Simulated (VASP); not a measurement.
Here is a VASP 6.6.1 calculation.

Contents of POSCAR:

```
Na2S
1.0
    0.0000000000      3.2559887700      3.2559887700
    3.2559887700      0.0000000000      3.2559887700
    3.2559887700      3.2559887700      0.0000000000
Na S
2 1
Direct
    0.2500000000      0.2500000000      0.2500000000
    0.7500000000      0.7500000000      0.7500000000
    0.0000000000      0.0000000000      0.0000000000
```

File INCAR.step1:

```
SYSTEM = Na2S
ALGO = Normal
EDIFF = 1E-5
EDIFFG = -0.01
ENCUT = 500
GGA = PE
GGA_COMPAT = .FALSE.
IBRION = 2
ISMEAR = -1
LASPH = .TRUE.
LCHARG = .FALSE.
LREAL = .FALSE.
LWAVE = .TRUE.
NELM = 120
NELMIN = 4
NSW = 100
PREC = Accurate
SIGMA = 0.02
```

INCAR.step2

```
SYSTEM = Na2S
ALGO = Normal
EDIFF = 1E-7
EDIFFG = -0.01
ENCUT = 500
GGA_COMPAT = .FALSE.
IBRION = 2
ISIF = 2
ISMEAR = -1
ISTART = 1
LASPH = .TRUE.
LCHARG = .FALSE.
LMIXTAU = .TRUE.
LREAL = .FALSE.
LWAVE = .FALSE.
METAGGA = R2SCAN
NELM = 120
NELMIN = 4
NSW = 50
PREC = Accurate
SIGMA = 0.02
```

KPOINTS

```
k-points
0
G
  8 8 8
  0 0 0
```

Potentials or basis: VASP PAW PBE potentials, release 64 (Na_pv, S).

Launch:

```sh
$ cat potpaw_PBE.64/Na_pv/POTCAR potpaw_PBE.64/S/POTCAR > POTCAR
$ cp INCAR.step1 INCAR
$ mpirun -np 1 vasp_std > vasp.out
$ cp INCAR.step2 INCAR
$ mpirun -np 1 vasp_std > vasp.out
```

(1) Predict the band gap on the k mesh.

## Answers

(1) 3.11 eV.

Caveat: the relaxation stopped at its first step, so nothing moved.
